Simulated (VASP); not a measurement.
Crystal: TiAu.

```
Ti Au
1.0
     3.25400    0.00000    0.00000
     0.00000    3.25400    0.00000
     0.00000    0.00000    3.25400
Ti Au
1 1
Direct
  0.50000 0.50000 0.50000
  0.00000 0.00000 0.00000
```

```yaml
Program: VASP 6.6.1
Task: relaxation of cell and atoms
Functional: LDA
Potentials_or_basis: VASP PAW LDA potentials, release 64 (Ti_sv, Au)
Cutoff: 500 eV
k_mesh: 6 × 6 × 6
Occupations: gaussian, width 0.1 eV
Spin: no spin polarisation
```

At the start: pressure -8.7 GPa; volume 17.23 Å³/atom.

Problem. Where does the relaxation end?

Solution. Over 3 steps the energy falls by 27.6 meV/atom and the volume is 16.28 Å³/atom (-5.5 %); space group Pm-3m (No. 221, to 0.05 Å).

The path:
```csv
step,energy change (eV),largest force (eV/Å),pressure (GPa),volume (Å³)
1,0.0000,0.0000,-8.67,34.46
2,0.0657,0.0000,16.63,30.01
3,-0.0552,0.0000,-0.21,32.56
```

Final structure:
```cif
data_structure
_symmetry_space_group_name_H-M 'P 1'
_symmetry_Int_Tables_number 1
_cell_length_a 3.1933
_cell_length_b 3.1933
_cell_length_c 3.1933
_cell_angle_alpha 90.000
_cell_angle_beta 90.000
_cell_angle_gamma 90.000
_cell_volume 32.56
loop_
_atom_site_label
_atom_site_type_symbol
_atom_site_fract_x
_atom_site_fract_y
_atom_site_fract_z
_atom_site_occupancy
Ti1 Ti 0.50000 0.50000 0.50000 1
Au1 Au 0.00000 0.00000 0.00000 1
```
